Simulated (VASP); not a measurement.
# SiO2 (P4_2/mnm) in VASP: a series of runs

The runs below take SiO2 through single point, with PBE.

Program: VASP 6.6.1. These are calculated values, not measurements. Logs are shortened: lines on timing, memory, paths and dates and some standing lists are left out, and cuts for length are marked.

## Step 1: The cell of the first run

It takes space group P4_2/mnm (No. 136, tetragonal). The conventional cell has a = 4.172 Å, b = 4.172 Å, c = 2.932 Å, α = 90.00°, β = 90.00°, γ = 90.00°. Within 2.4 Å of Si (site symmetry mmm) lie 6 O at 1.81 to 1.86 Å. Within 2.4 Å of O (site symmetry m2m) lie 3 Si at 1.81 to 1.86 Å and 1 O at 2.28 Å.

## Step 2: Single point, PBE

Input file INCAR:

```
  PREC = Accurate
  ENCUT = 520
  EDIFF = 1E-6
  ISMEAR = 0
  SIGMA = 0.05
  LREAL = F
  LASPH = T
  NELM = 80
  ALGO = Normal
  ISIF = 2
  LWAVE = F
  LCHARG = F
  GGA = PE
  NBANDS = 25
```

Input file KPOINTS:

```
Automatic mesh
0
Gamma
  6 6 8
```

Input file POSCAR:

```
SiO2
1.0
    4.1723000000      0.0000000000      0.0000000000
    0.0000000000      4.1723000000      0.0000000000
    0.0000000000      0.0000000000      2.9319000000
Si O
2 4
Direct
    0.5000000000      0.5000000000      0.5000000000
    0.0000000000      0.0000000000      0.0000000000
    0.6930127928      0.6930127928      0.0000000000
    0.1930127928      0.8069872072      0.5000000000
    0.3069872072      0.3069872072      0.0000000000
    0.8069872072      0.1930127928      0.5000000000
```

Potentials or basis: VASP PAW PBE potentials, release 64 (Si, O).

The run is started by

```bash
> cat potpaw_PBE.64/Si/POTCAR potpaw_PBE.64/O/POTCAR > POTCAR
> mpirun -np 1 vasp_std > vasp.out
```

OUTCAR:

```text
PREC = Accurate
   ENCUT = 520
   EDIFF = 1E-6
   ISMEAR = 0
   LREAL = F
   LASPH = T
   NELM = 80
   ISIF = 2
   GGA = PE

 ion  position               nearest neighbor table
   1  0.500  0.500  0.500-   4 1.81   6 1.81   5 1.86   3 1.86   3 1.86   5 1.86
   2  0.000  0.000  0.000-   3 1.81   5 1.81   4 1.86   6 1.86   4 1.86   6 1.86
   3  0.693  0.693  0.000-   2 1.81   1 1.86   1 1.86
   4  0.193  0.807  0.500-   1 1.81   2 1.86   2 1.86
   5  0.307  0.307  0.000-   2 1.81   1 1.86   1 1.86
   6  0.807  0.193  0.500-   1 1.81   2 1.86   2 1.86

  LATTYP: Found a simple tetragonal cell.
 ALAT       =     4.1723000000
 C/A-ratio  =     0.7027059416

  Lattice vectors:

 A1 = (   4.1723000000,   0.0000000000,   0.0000000000)
 A2 = (   0.0000000000,   4.1723000000,   0.0000000000)
 A3 = (   0.0000000000,   0.0000000000,   2.9319000000)

Analysis of symmetry for initial positions (statically):
=====================================================================
 Subroutine PRICEL returns:
 Original cell was already a primitive cell.

 Routine SETGRP: Setting up the symmetry group for a
 simple tetragonal supercell.

 Subroutine GETGRP returns: Found 16 space group operations
 (whereof  8 operations were pure point group operations)
 out of a pool of 16 trial point group operations.

The static configuration has the point symmetry D_2h.
 The point group associated with its full space group is D_4h.

Analysis of symmetry for dynamics (positions and initial velocities):
=====================================================================
 Subroutine PRICEL returns:
 Original cell was already a primitive cell.

 Routine SETGRP: Setting up the symmetry group for a
 simple tetragonal supercell.

 Subroutine GETGRP returns: Found 16 space group operations
 (whereof  8 operations were pure point group operations)
 out of a pool of 16 trial point group operations.

The dynamic configuration has the point symmetry D_2h.
 The point group associated with its full space group is D_4h.

 Subroutine INISYM returns: Found 16 space group operations
 (whereof  8 operations are pure point group operations),
 and found     1 'primitive' translations

----------------------------------------------------------------------------------------

                                     Primitive cell

  volume of cell :      51.0388

  direct lattice vectors                    reciprocal lattice vectors
     4.172300000  0.000000000  0.000000000     0.239675958  0.000000000  0.000000000
     0.000000000  4.172300000  0.000000000     0.000000000  0.239675958  0.000000000
     0.000000000  0.000000000  2.931900000     0.000000000  0.000000000  0.341075753

  length of vectors
     4.172300000  4.172300000  2.931900000     0.239675958  0.239675958  0.341075753

  position of ions in fractional coordinates (direct lattice)
     0.500000000  0.500000000  0.500000000
     0.000000000  0.000000000  0.000000000
     0.693012793  0.693012793  0.000000000
     0.193012793  0.806987207  0.500000000
     0.306987207  0.306987207  0.000000000
     0.806987207  0.193012793  0.500000000

  ion indices of the primitive-cell ions
   primitive index   ion index
                 1           1
                 2           2
                 3           3
                 4           4
                 5           5
                 6           6

----------------------------------------------------------------------------------------

 KPOINTS: Automatic mesh

Automatic generation of k-mesh.
 Grid dimensions read from file:
 generate k-points for:    6    6    8

 Generating k-lattice:

  Cartesian coordinates                     Fractional coordinates (reciprocal lattice)
     0.039945993  0.000000000  0.000000000     0.166666667  0.000000000  0.000000000
     0.000000000  0.039945993  0.000000000     0.000000000  0.166666667  0.000000000
     0.000000000  0.000000000  0.042634469     0.000000000  0.000000000  0.125000000

  Length of vectors
     0.039945993  0.039945993  0.042634469

  Shift w.r.t. Gamma in fractional coordinates (k-lattice)
     0.000000000  0.000000000  0.000000000

 Subroutine IBZKPT returns following result:
 ===========================================

 Found     50 irreducible k-points:

 Following reciprocal coordinates:
            Coordinates               Weight
  0.000000  0.000000  0.000000      1.000000
  0.166667  0.000000  0.000000      4.000000
  0.333333  0.000000  0.000000      4.000000
  0.500000  0.000000  0.000000      2.000000
  0.166667  0.166667  0.000000      4.000000
  0.333333  0.166667  0.000000      8.000000
[... 16 lines left out ...]
  0.333333  0.000000  0.250000      8.000000
  0.500000  0.000000  0.250000      4.000000
 [... further k-points ...]
   k-points           NKPTS =     50   k-points in BZ     NKDIM =     50   number of bands    NBANDS=     25
   number of dos      NEDOS =    301   number of ions     NIONS =      6
   total plane-waves  NPLWV =  24576
   dimension x,y,z NGX =    32 NGY =   32 NGZ =   24
   dimension x,y,z NGXF=    64 NGYF=   64 NGZF=   48
   ions per type =               2   4
   NGX,Y,Z   is equivalent  to a cutoff of  12.75, 12.75, 13.61 a.u.
   NGXF,Y,Z  is equivalent  to a cutoff of  25.50, 25.50, 27.22 a.u.
 SYSTEM =  unknown system
   PREC   = accura    normal or accurate (medium, high low for compatibility)
   ISTART =      0    job   : 0-new  1-cont  2-samecut
   ICHARG =      2    charge: 1-file 2-atom 10-const
   ISPIN  =      1    spin polarized calculation?
   LNONCOLLINEAR =      F non collinear calculations
   LSORBIT =      F    spin-orbit coupling
   LASPH  =      T    aspherical Exc in radial PAW
   ENCUT  =  520.0 eV  38.22 Ry    6.18 a.u.   7.76  7.76  5.45*2*pi/ulx,y,z
   NELM   =     80;   NELMIN=  2; NELMDL= -5     # of ELM steps
   EDIFF  = 0.1E-05   stopping-criterion for ELM
   LREAL  =      F    real-space projection
   EDIFFG = 0.1E-04   stopping-criterion for IOM
   NSW    =      0    number of steps for IOM
   IBRION =     -1    ionic relax: 0-MD 1-quasi-New 2-CG
   NFREE  =      0    steps in history (QN), initial steepest desc. (CG)
   ISIF   =      2    stress and relaxation
   ISYM   =      2    0-nonsym 1-usesym 2-fastsym
   POTIM  = 0.5000    time-step for ionic-motion
   TEBEG  =    0.0;   TEEND  =   0.0 temperature during run
   PSTRESS=    0.0 pullay stress
   NELECT =      32.0000    total number of electrons
   NUPDOWN=      -1.0000    fix difference up-down
   EMIN   =  10.00;   EMAX   =-10.00  energy-range for DOS
   EFERMI =   0.00;   METHOD = LEGACY
   ISMEAR =     0;   SIGMA  =   0.05  broadening in eV -4-tet -1-fermi 0-gaus
   EFERMI_NEDOS =   21; number of points for ismear=-14 and -15
   IALGO  =     38    algorithm
   IMIX   =      4    mixing-type and parameters
     AMIX     =   0.40;   BMIX     =  1.00
     AMIX_MAG =   1.60;   BMIX_MAG =  1.00
  volume/ion in A,a.u.               =       8.51        57.40
  Fermi-wavevector in a.u.,A,eV,Ry     =   1.401172  2.647831 26.712083  1.963283
  Thomas-Fermi vector in A             =   2.524060
   LORBIT       =      0    0 simple, 1 ext, 2 COOP (PROOUT), +10 PAW based schemes
   GGA     = PE    functional components
   LHFCALC =     F    Hartree Fock is set to
   AEXX    =    0.0000 exact exchange contribution
   IVDW    =     0    specifies the selected vdW correction
   LEPSILON=     F    determine dielectric tensor
   LRPA    =     F    only Hartree local field effects (RPA)
 non-spin polarized calculation
 Gauss-broadening in eV      SIGMA  =   0.05
  energy-cutoff  :      520.00
  volume of cell :       51.04
 maximum number of plane-waves:      1403
 NGX is ok and might be reduce to    32
   NGX = 15   NGY = 15   NGZ = 11

 number of electron      31.9999978 magnetization

 Free energy of the ion-electron system (eV)
  ---------------------------------------------------
  ext. energy  EPLUGINS =         0.00000000
  ---------------------------------------------------
  free energy    TOTEN  =       -45.74170643 eV

  energy without entropy =      -45.74170643  energy(sigma->0) =      -45.74170643

 E-fermi :   7.3789     XC(G=0): -11.8421

 val. band max:        7.0670116578   @ k =   0.0000   0.0000   0.0000
 cond. band min:      10.7437260259   @ k =   0.0000   0.0000   0.0000
 fundamental gap:      3.6767143681
 Fermi energy:         7.3788588797

 k-point     1 :       0.0000    0.0000    0.0000
  band No.  band energies     occupation
      1     -14.4543      2.00000
      2     -11.0942      2.00000
      3     -11.0942      2.00000
      4     -10.8123      2.00000
      5      -3.1648      2.00000
      6       1.1909      2.00000
[... 17 lines left out ...]
     24      20.9563      0.00000
     25      22.2125      0.00000

 k-point     2 :       0.1667    0.0000    0.0000
  band No.  band energies     occupation
      1     -14.3132      2.00000
      2     -11.6485      2.00000
      3     -11.0307      2.00000
      4     -10.5566      2.00000
      5      -2.9072      2.00000
      6       0.8706      2.00000
[... 17 lines left out ...]
     24      20.4448      0.00000
     25      21.5640      0.00000

 k-point     3 :       0.3333    0.0000    0.0000
  band No.  band energies     occupation
      1     -13.9023      2.00000
      2     -12.4653      2.00000
      3     -10.8615      2.00000
      4     -10.5031      2.00000
      5      -2.2378      2.00000
      6      -0.2602      2.00000
[... 17 lines left out ...]
     24      20.0074      0.00000
     25      20.4644      0.00000

 k-point     4 :       0.5000    0.0000    0.0000
  band No.  band energies     occupation
      1     -13.2604      2.00000
      2     -13.2604      2.00000
      3     -10.6496      2.00000
      4     -10.6496      2.00000
      5      -1.3246      2.00000
      6      -1.3246      2.00000
[... 17 lines left out ...]
     24      18.6537      0.00000
     25      21.5728      0.00000

 k-point     5 :       0.1667    0.1667    0.0000
  band No.  band energies     occupation
      1     -14.1760      2.00000
      2     -11.8073      2.00000
      3     -11.1861      2.00000
      4     -10.4894      2.00000
      5      -2.6460      2.00000
      6       0.6051      2.00000
[... 17 lines left out ...]
     24      20.4185      0.00000
     25      21.1822      0.00000

 k-point     6 :       0.3333    0.1667    0.0000
  band No.  band energies     occupation
      1     -13.7777      2.00000
      2     -12.4303      2.00000
      3     -11.0863      2.00000
      4     -10.5750      2.00000
      5      -1.9804      2.00000
      6      -0.1855      2.00000
[... 17 lines left out ...]
     24      20.1004      0.00000
     25      20.4935      0.00000
[... 393 lines left out ...]
 k-point    21 :       0.0000    0.0000    0.2500
  band No.  band energies     occupation
      1     -13.8232      2.00000
      2     -11.0682      2.00000
      3     -10.8728      2.00000
      4     -10.8728      2.00000
      5      -3.0404      2.00000
      6       0.6678      2.00000
[... 17 lines left out ...]
     24      20.4209      0.00000
     25      20.4210      0.00000

 k-point    22 :       0.1667    0.0000    0.2500
  band No.  band energies     occupation
      1     -13.6953      2.00000
      2     -11.4550      2.00000
      3     -10.8408      2.00000
      4     -10.7109      2.00000
      5      -2.7599      2.00000
      6       0.2927      2.00000
[... 17 lines left out ...]
     24      19.8852      0.00000
     25      20.6773      0.00000

 k-point    23 :       0.3333    0.0000    0.2500
  band No.  band energies     occupation
      1     -13.3259      2.00000
      2     -12.0921      2.00000
      3     -10.7614      2.00000
      4     -10.6435      2.00000
      5      -2.0107      2.00000
      6      -0.1416      2.00000
[... 17 lines left out ...]
     24      19.1570      0.00000
     25      20.4645      0.00000

 k-point    24 :       0.5000    0.0000    0.2500
  band No.  band energies     occupation
      1     -12.7618      2.00000
      2     -12.7618      2.00000
      3     -10.6776      2.00000
      4     -10.6776      2.00000
      5      -0.9731      2.00000
      6      -0.9731      2.00000
[... 17 lines left out ...]
     24      18.9183      0.00000
     25      20.3593      0.00000

 [... further k-points ...]

------------------------ aborting loop because EDIFF is reached ----------------------------------------

  FORCE on cell =-STRESS in cart. coord.  units (eV):
  Direction    XX          YY          ZZ          XY          YZ          ZX
  --------------------------------------------------------------------------------------
  -------------------------------------------------------------------------------------
  Total       -1.5049854     -1.5049854    -13.2576424      0.0000000      0.0000000      0.0000000
  in kB      -47.2435651    -47.2435651   -416.1756558      0.0000000      0.0000000      0.0000000
  external PRESSURE =    -170.2209287 kB  Pullay stress =       0.0000000 kB

 VOLUME and BASIS-vectors are now :
 -----------------------------------------------------------------------------
  energy-cutoff  :      520.00
  volume of cell :       51.04
      direct lattice vectors                 reciprocal lattice vectors
     4.172300000  0.000000000  0.000000000     0.239675958  0.000000000  0.000000000
     0.000000000  4.172300000  0.000000000     0.000000000  0.239675958  0.000000000
     0.000000000  0.000000000  2.931900000     0.000000000  0.000000000  0.341075753

 POSITION                                       TOTAL-FORCE (eV/Angst)
 -----------------------------------------------------------------------------------
      2.08615      2.08615      1.46595         0.000000      0.000000      0.000000
      0.00000      0.00000      0.00000         0.000000      0.000000      0.000000
      2.89146      2.89146      0.00000         0.354694      0.354694     -0.000000
      0.80531      3.36699      1.46595         0.354694     -0.354694      0.000000
      1.28084      1.28084      0.00000        -0.354694     -0.354694      0.000000
      3.36699      0.80531      1.46595        -0.354694      0.354694     -0.000000
 -----------------------------------------------------------------------------------
    total drift:                                0.000000      0.000000     -0.000000

  FREE ENERGIE OF THE ION-ELECTRON SYSTEM (eV)
  ---------------------------------------------------
  free  energy   TOTEN  =       -45.7417064319 eV

  energy  without entropy=      -45.7417064319  energy(sigma->0) =      -45.74170643
```

Run time: 75 s. Hardware: 1 thread of Intel Xeon 8259CL, shared host; peak memory 0.18 GiB.

Results:

* Free energy: -45.7417 eV
* Pressure: -17.0 GPa
* Largest force: 0.502 eV/Å
* Band gap on the k mesh: 3.68 eV

Forces in eV/Å, atoms in the order of the input:
```
Si   0.000  0.000  0.000
Si   0.000  0.000  0.000
O    0.355  0.355  0.000
O    0.355 -0.355  0.000
O   -0.355 -0.355  0.000
O   -0.355  0.355  0.000
```

Levels at points of the mesh, in eV from the valence-band top:
```csv
k point,band 14,band 15,band 16,band 17,band 18,band 19
"(0.00, 0.00, 0.00)",-0.68,-0.68,0.00,3.68,5.10,6.65
"(0.50, 0.00, 0.00)",-2.67,-0.86,-0.86,5.94,5.94,7.35
"(0.50, 0.50, 0.00)",-2.65,-1.63,-1.63,5.63,5.63,8.37
"(0.00, 0.00, 0.50)",-2.82,-2.24,-2.24,8.03,8.03,11.59
"(0.50, 0.00, 0.50)",-1.81,-1.41,-1.41,7.98,7.98,9.67
"(0.50, 0.50, 0.50)",-1.32,-1.21,-1.21,6.37,6.37,10.70
```

Caveat: the cell stands under tension.

## Step 3: Single point, PBE

This run uses another cell than the first one, of 8.54 Å³/atom.

Input file INCAR:

```
SYSTEM = SiO2
ALGO = Normal ; EDIFF = 1E-6
ENCUT = 520 ; GGA = PE
ISIF = 2 ; ISMEAR = 0
LASPH = .True. ; LCHARG = .False.
LREAL = .False. ; LWAVE = .False.
NBANDS = 25 ; NELM = 60
PREC = Accurate ; SIGMA = 0.05
```

Input file KPOINTS:

```
k-points
0
Gamma
  6 6 8
  0 0 0
```

Edit POSCAR of step 2 so:

```diff
@@ -2,5 +2,5 @@
 1.0
-    4.1723000000      0.0000000000      0.0000000000
-    0.0000000000      4.1723000000      0.0000000000
-    0.0000000000      0.0000000000      2.9319000000
+    4.2994000000      0.0000000000      0.0000000000
+    0.0000000000      4.2994000000      0.0000000000
+    0.0000000000      0.0000000000      2.7705000000
 Si O
```

Potentials or basis: VASP PAW PBE potentials, release 64 (Si, O).

The run is started by

```bash
> cat potpaw_PBE.64/Si/POTCAR potpaw_PBE.64/O/POTCAR > POTCAR
> mpirun -np 1 vasp_std > vasp.out
```

Wall time 75 s (1 thread of Intel Xeon 8259CL, shared host); peak memory 0.19 GiB.

It converged, with:

```
Free energy            : -46.1562 eV
Pressure               : -16.0 GPa
Largest force          : 0.236 eV/Å
Band gap on the k mesh : 3.98 eV
```

Forces in eV/Å, atoms in the order of the input:
```
Si   0.000  0.000  0.000
Si   0.000  0.000  0.000
O   -0.167 -0.167  0.000
O   -0.167  0.167  0.000
O    0.167  0.167  0.000
O    0.167 -0.167  0.000
```

Stress tensor (GPa, compression positive):
```
-13.08   0.00   0.00
  0.00 -13.08   0.00
  0.00   0.00 -21.91
```

Levels at points of the mesh, in eV from the valence-band top:
```tsv
k point	band 14	band 15	band 16	band 17	band 18	band 19
(0.00, 0.00, 0.00)	-0.80	-0.80	0.00	3.98	6.12	7.61
(0.50, 0.00, 0.00)	-2.55	-0.97	-0.97	6.40	6.40	8.25
(0.50, 0.50, 0.00)	-2.45	-1.95	-1.95	6.18	6.18	9.07
(0.00, 0.00, 0.50)	-2.66	-2.36	-2.36	7.86	7.86	11.63
(0.50, 0.00, 0.50)	-2.05	-1.53	-1.53	7.77	7.77	8.91
(0.50, 0.50, 0.50)	-1.60	-1.35	-1.35	6.14	6.14	10.27
```

Caveat: the cell stands under tension. A k mesh can miss the band edges.

## Step 4: Single point, PBE

This run uses another cell than the first one, of 7.54 Å³/atom.

Input file INCAR:

```
SYSTEM = SiO2
  PREC = Accurate
  ENCUT = 520
  EDIFF = 1E-6
  ISMEAR = 0
  SIGMA = 0.05
  LREAL = .False.
  LASPH = .True.
  NELM = 100
  ALGO = Normal
  ISIF = 2
  LWAVE = .False.
  LCHARG = .True.
  GGA = PE
  LELF = .True.
  LVHAR = .True.
  NBANDS = 25
```

Input file KPOINTS:

```
Automatic mesh
0
Gamma
  6 6 8
  0 0 0
```

Edit POSCAR of step 3 so:

```diff
@@ -4,3 +4,3 @@
     0.0000000000      4.2994000000      0.0000000000
-    0.0000000000      0.0000000000      2.7705000000
+    0.0000000000      0.0000000000      2.4477000000
 Si O
```

The run is started by

```bash
> cat potpaw_PBE.64/Si/POTCAR potpaw_PBE.64/O/POTCAR > POTCAR
> mpirun -np 1 vasp_std > vasp.out
```

Run time: 59 s. Hardware: 1 thread of Intel Xeon 8259CL, shared host; peak memory 0.17 GiB.

The run converged. Its results:

* Free energy: -45.3442 eV
* Pressure: 31.7 GPa
* Largest force: 0.019 eV/Å
* Band gap on the k mesh: 6.37 eV

Forces on the atoms (eV/Å):
```
Si   0.000  0.000  0.000
Si   0.000  0.000  0.000
O   -0.014 -0.014  0.000
O   -0.014  0.014  0.000
O    0.014  0.014  0.000
O    0.014 -0.014  0.000
```

Stress tensor (GPa, compression positive):
```
 8.12  0.00  0.00
 0.00  8.12  0.00
 0.00  0.00 78.89
```

Levels at points of the mesh, in eV from the valence-band top:
```csv
k point,band 13,band 14,band 15,band 16,band 17,band 18,band 19,band 20
"(0.00, 0.00, 0.00)",-1.73,-0.94,-0.94,0.00,6.37,8.95,10.30,10.30
"(0.50, 0.00, 0.00)",-1.95,-1.95,-1.19,-1.19,8.82,8.82,10.63,10.63
"(0.50, 0.50, 0.00)",-2.38,-2.38,-2.36,-2.36,8.81,8.81,11.34,11.34
"(0.00, 0.00, 0.50)",-2.65,-2.65,-2.64,-2.64,9.41,9.41,12.18,12.18
"(0.50, 0.00, 0.50)",-2.39,-2.39,-1.65,-1.65,9.02,9.02,9.36,9.36
"(0.50, 0.50, 0.50)",-1.93,-1.93,-1.45,-1.45,7.34,7.34,10.97,10.97
```

Caveat: the cell stands under pressure. A k mesh can miss the band edges.

(Continued in part 2 of 2.)
